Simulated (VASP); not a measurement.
# Ge3N4 (Fd-3m) in VASP: a series of runs, part 2 of 2

VASP 6.6.1. Earlier steps stand in the parts before.

## Step 3: Relaxation of the atoms, PBE (9.83 Å³/atom)

This run uses another cell than the first one, of 9.83 Å³/atom.

INCAR

```
SYSTEM = Ge3N4
PREC = Accurate ; ENCUT = 520
EDIFF = 1E-7 ; ISMEAR = -1
SIGMA = 0.02 ; LREAL = .FALSE.
LASPH = .TRUE. ; NELM = 120
ALGO = Normal ; ISIF = 2
LWAVE = .FALSE. ; LCHARG = .FALSE.
GGA = PE ; IBRION = 2
NSW = 80 ; EDIFFG = -0.02
GGA_COMPAT = .FALSE. ; NELMIN = 4
KPAR = 4
```

KPOINTS

```
regular mesh
0
G
  6 6 6
  0 0 0
```

POSCAR

```
Ge3N4
1.0
    0.0000000000      4.0984005494      4.0984005494
    4.0984005494      0.0000000000      4.0984005494
    4.0984005494      4.0984005494      0.0000000000
Ge N
6 8
Direct
    0.1250000000      0.1250000000      0.1250000000
    0.6250000000      0.1250000000      0.1250000000
    0.1250000000      0.1250000000      0.6250000000
    0.1250000000      0.6250000000      0.1250000000
    0.5000000000      0.5000000000      0.5000000000
    0.7500000000      0.7500000000      0.7500000000
    0.8832000000      0.8832000000      0.8832000000
    0.8996000000      0.3668000000      0.3668000000
    0.8832000000      0.8832000000      0.3504000000
    0.3668000000      0.8996000000      0.3668000000
    0.3504000000      0.8832000000      0.8832000000
    0.3668000000      0.3668000000      0.3668000000
    0.8832000000      0.3504000000      0.8832000000
    0.3668000000      0.3668000000      0.8996000000
```

Potentials or basis: VASP PAW PBE potentials, release 64 (Ge_d, N).

The run is started by

```
> cat potpaw_PBE.64/Ge_d/POTCAR potpaw_PBE.64/N/POTCAR > POTCAR
> mpirun -np 4 vasp_std > vasp.out
```

OUTCAR:

```text
SYSTEM = Ge3N4
   PREC = Accurate
   ENCUT = 520
   EDIFF = 1E-7
   ISMEAR = -1
   LREAL = .FALSE.
   LASPH = .TRUE.
   NELM = 120
   ISIF = 2
   GGA = PE
   IBRION = 2
   NSW = 80
   EDIFFG = -0.02
   NELMIN = 4

 ion  position               nearest neighbor table
   1  0.125  0.125  0.125-   8 1.98   9 1.98  10 1.98  11 1.98  13 1.98  14 1.98   2 2.90   3 2.90
                             4 2.90   3 2.90   4 2.90   2 2.90
   2  0.625  0.125  0.125-   7 1.98  12 1.98   9 1.98  14 1.98  13 1.98  10 1.98   1 2.90   3 2.90
                             4 2.90   1 2.90   3 2.90   4 2.90
   3  0.125  0.125  0.625-   7 1.98  12 1.98  10 1.98  11 1.98   8 1.98  13 1.98   1 2.90   1 2.90
                             2 2.90   4 2.90   4 2.90   2 2.90
   4  0.125  0.625  0.125-   7 1.98  12 1.98   9 1.98  14 1.98   8 1.98  11 1.98   1 2.90   3 2.90
                             1 2.90   2 2.90   3 2.90   2 2.90
   5  0.500  0.500  0.500-   8 1.89  10 1.89  14 1.89  12 1.89
   6  0.750  0.750  0.750-   9 1.89  11 1.89  13 1.89   7 1.89
   7  0.883  0.883  0.883-   6 1.89   3 1.98   4 1.98   2 1.98
   8  0.900  0.367  0.367-   5 1.89   1 1.98   3 1.98   4 1.98
   9  0.883  0.883  0.350-   6 1.89   1 1.98   4 1.98   2 1.98
  10  0.367  0.900  0.367-   5 1.89   1 1.98   3 1.98   2 1.98
  11  0.350  0.883  0.883-   6 1.89   1 1.98   3 1.98   4 1.98
  12  0.367  0.367  0.367-   5 1.89   3 1.98   4 1.98   2 1.98
  13  0.883  0.350  0.883-   6 1.89   1 1.98   3 1.98   2 1.98
  14  0.367  0.367  0.900-   5 1.89   1 1.98   4 1.98   2 1.98

  LATTYP: Found a face centered cubic cell.
 ALAT       =     8.1968010988

  Lattice vectors:

 A1 = (   0.0000000000,   4.0984005494,   4.0984005494)
 A2 = (   4.0984005494,   0.0000000000,   4.0984005494)
 A3 = (   4.0984005494,   4.0984005494,   0.0000000000)

Analysis of symmetry for initial positions (statically):
=====================================================================
 Subroutine PRICEL returns:
 Original cell was already a primitive cell.

 Routine SETGRP: Setting up the symmetry group for a
 face centered cubic supercell.

 Subroutine GETGRP returns: Found 48 space group operations
 (whereof 24 operations were pure point group operations)
 out of a pool of 48 trial point group operations.

The static configuration has the point symmetry T_d .
 The point group associated with its full space group is O_h .

Analysis of symmetry for dynamics (positions and initial velocities):
=====================================================================
 Subroutine PRICEL returns:
 Original cell was already a primitive cell.

 Routine SETGRP: Setting up the symmetry group for a
 face centered cubic supercell.

 Subroutine GETGRP returns: Found 48 space group operations
 (whereof 24 operations were pure point group operations)
 out of a pool of 48 trial point group operations.

The dynamic configuration has the point symmetry T_d .
 The point group associated with its full space group is O_h .

 Subroutine INISYM returns: Found 48 space group operations
 (whereof 24 operations are pure point group operations),
 and found     1 'primitive' translations

----------------------------------------------------------------------------------------

                                     Primitive cell

  volume of cell :     137.6807

  direct lattice vectors                    reciprocal lattice vectors
     0.000000000  4.098400549  4.098400549    -0.121998812  0.121998812  0.121998812
     4.098400549  0.000000000  4.098400549     0.121998812 -0.121998812  0.121998812
     4.098400549  4.098400549  0.000000000     0.121998812  0.121998812 -0.121998812

  length of vectors
     5.796013641  5.796013641  5.796013641     0.211308142  0.211308142  0.211308142

[... 52 lines left out ...]
     0.000000000  0.000000000  0.000000000

 Subroutine IBZKPT returns following result:
 ===========================================

 Found     16 irreducible k-points:

 Following reciprocal coordinates:
            Coordinates               Weight
  0.000000  0.000000  0.000000      1.000000
  0.166667  0.000000  0.000000      8.000000
  0.333333  0.000000  0.000000      8.000000
  0.500000  0.000000  0.000000      4.000000
  0.166667  0.166667  0.000000      6.000000
  0.333333  0.166667  0.000000     24.000000
[... 8 lines left out ...]
 -0.333333  0.333333  0.166667     24.000000
 -0.333333  0.500000  0.166667     12.000000
   k-points           NKPTS =     16   k-points in BZ     NKDIM =     16   number of bands    NBANDS=     74
   number of dos      NEDOS =    301   number of ions     NIONS =     14
   total plane-waves  NPLWV = 110592
   dimension x,y,z NGX =    48 NGY =   48 NGZ =   48
   dimension x,y,z NGXF=    96 NGYF=   96 NGZF=   96
   ions per type =               6   8
   NGX,Y,Z   is equivalent  to a cutoff of  13.77, 13.77, 13.77 a.u.
   NGXF,Y,Z  is equivalent  to a cutoff of  27.54, 27.54, 27.54 a.u.
 SYSTEM =  Ge3N4
   PREC   = accura    normal or accurate (medium, high low for compatibility)
   ISTART =      0    job   : 0-new  1-cont  2-samecut
   ICHARG =      2    charge: 1-file 2-atom 10-const
   ISPIN  =      1    spin polarized calculation?
   LNONCOLLINEAR =      F non collinear calculations
   LSORBIT =      F    spin-orbit coupling
   LASPH  =      T    aspherical Exc in radial PAW
   ENCUT  =  520.0 eV  38.22 Ry    6.18 a.u.  10.78 10.78 10.78*2*pi/ulx,y,z
   NELM   =    120;   NELMIN=  4; NELMDL= -5     # of ELM steps
   EDIFF  = 0.1E-06   stopping-criterion for ELM
   LREAL  =      F    real-space projection
   EDIFFG = -.2E-01   stopping-criterion for IOM
   NSW    =     80    number of steps for IOM
   IBRION =      2    ionic relax: 0-MD 1-quasi-New 2-CG
   NFREE  =      1    steps in history (QN), initial steepest desc. (CG)
   ISIF   =      2    stress and relaxation
   ISYM   =      2    0-nonsym 1-usesym 2-fastsym
   POTIM  = 0.5000    time-step for ionic-motion
   TEBEG  =    0.0;   TEEND  =   0.0 temperature during run
   PSTRESS=    0.0 pullay stress
   NELECT =     124.0000    total number of electrons
   NUPDOWN=      -1.0000    fix difference up-down
   EMIN   =  10.00;   EMAX   =-10.00  energy-range for DOS
   EFERMI =   0.00;   METHOD = LEGACY
   ISMEAR =    -1;   SIGMA  =   0.02  broadening in eV -4-tet -1-fermi 0-gaus
   EFERMI_NEDOS =   21; number of points for ismear=-14 and -15
   IALGO  =     38    algorithm
   IMIX   =      4    mixing-type and parameters
     AMIX     =   0.40;   BMIX     =  1.00
     AMIX_MAG =   1.60;   BMIX_MAG =  1.00
  volume/ion in A,a.u.               =       9.83        66.37
  Fermi-wavevector in a.u.,A,eV,Ry     =   1.580973  2.987605 34.007411  2.499474
  Thomas-Fermi vector in A             =   2.681119
   LORBIT       =      0    0 simple, 1 ext, 2 COOP (PROOUT), +10 PAW based schemes
   GGA     = PE    functional components
   LHFCALC =     F    Hartree Fock is set to
   AEXX    =    0.0000 exact exchange contribution
   IVDW    =     0    specifies the selected vdW correction
   LEPSILON=     F    determine dielectric tensor
   LRPA    =     F    only Hartree local field effects (RPA)
 conjugate gradient relaxation of ions
 non-spin polarized calculation
  energy-cutoff  :      520.00
  volume of cell :      137.68
 maximum number of plane-waves:      3730
 NGX is ok and might be reduce to    48
   NGX = 21   NGY = 21   NGZ = 21

--------------------------------------- Ionic step        1  -------------------------------------------

 number of electron     124.0000048 magnetization

 Free energy of the ion-electron system (eV)
  ---------------------------------------------------
  ext. energy  EPLUGINS =         0.00000000
  ---------------------------------------------------
  free energy    TOTEN  =       -92.60646928 eV

  energy without entropy =      -92.60646928  energy(sigma->0) =      -92.60646928

------------------------ aborting loop because EDIFF is reached ----------------------------------------

  FORCE on cell =-STRESS in cart. coord.  units (eV):
  Direction    XX          YY          ZZ          XY          YZ          ZX
  --------------------------------------------------------------------------------------
  -------------------------------------------------------------------------------------
  Total        8.5894535      8.5894535      8.5894535      0.0000000     -0.0000000      0.0000000
  in kB       99.9546296     99.9546296     99.9546296      0.0000000     -0.0000000      0.0000000
  external PRESSURE =      99.9546296 kB  Pullay stress =       0.0000000 kB
[... 83 lines left out ...]
--------------------------------------- Ionic step        3  -------------------------------------------

 number of electron     124.0000047 magnetization

 Free energy of the ion-electron system (eV)
  ---------------------------------------------------
  ext. energy  EPLUGINS =         0.00000000
  ---------------------------------------------------
  free energy    TOTEN  =       -92.61022748 eV

  energy without entropy =      -92.61022748  energy(sigma->0) =      -92.61022748

 E-fermi :   7.9681     XC(G=0): -12.4776

 val. band max:        7.4661422131   @ k =  -0.3333   0.3333   0.0000
 cond. band min:       9.7424506166   @ k =   0.0000   0.0000   0.0000
 fundamental gap:      2.2763084036
 Fermi energy:         7.9680563053

 k-point     1 :       0.0000    0.0000    0.0000
  band No.  band energies     occupation
      1     -16.8074      2.00000
      2     -16.8074      2.00000
      3     -16.8074      2.00000
      4     -16.7942      2.00000
      5     -16.7942      2.00000
      6     -16.7942      2.00000
[... 1262 lines left out ...]
  FREE ENERGIE OF THE ION-ELECTRON SYSTEM (eV)
  ---------------------------------------------------
  free  energy   TOTEN  =       -92.6102274805 eV

  energy  without entropy=      -92.6102274805  energy(sigma->0) =      -92.61022748

 reached required accuracy - stopping structural energy minimisation
```

Wall time 2.8 min (4 MPI ranks of Oxide Virtual Turin-like, shared host); peak memory 0.37 GiB.

Results:

```
Free energy               : -92.6102 eV
Energy gained by relaxing : 0.3 meV/atom
Ionic steps               : 3
Pressure after relaxing   : 9.8 GPa
Band gap on the k mesh    : 2.28 eV (least direct gap 2.28 eV)
```

The path:
```csv
step,energy change (eV),largest force (eV/Å),pressure (GPa)
1,0.0000,0.1848,10.00
2,-0.0015,0.1458,9.65
3,-0.0038,0.0008,9.78
```

Final structure:
```
Ge N
1.0
     0.00000    4.09840    4.09840
     4.09840    0.00000    4.09840
     4.09840    4.09840    0.00000
Ge N
6 8
Direct
  0.12500 0.12500 0.12500
  0.62500 0.12500 0.12500
  0.12500 0.12500 0.62500
  0.12500 0.62500 0.12500
  0.50000 0.50000 0.50000
  0.75000 0.75000 0.75000
  0.88285 0.88285 0.88285
  0.89854 0.36715 0.36715
  0.88285 0.88285 0.35146
  0.36715 0.89854 0.36715
  0.35146 0.88285 0.88285
  0.36715 0.36715 0.36715
  0.88285 0.35146 0.88285
  0.36715 0.36715 0.89854
```

A k mesh can miss the band edges.
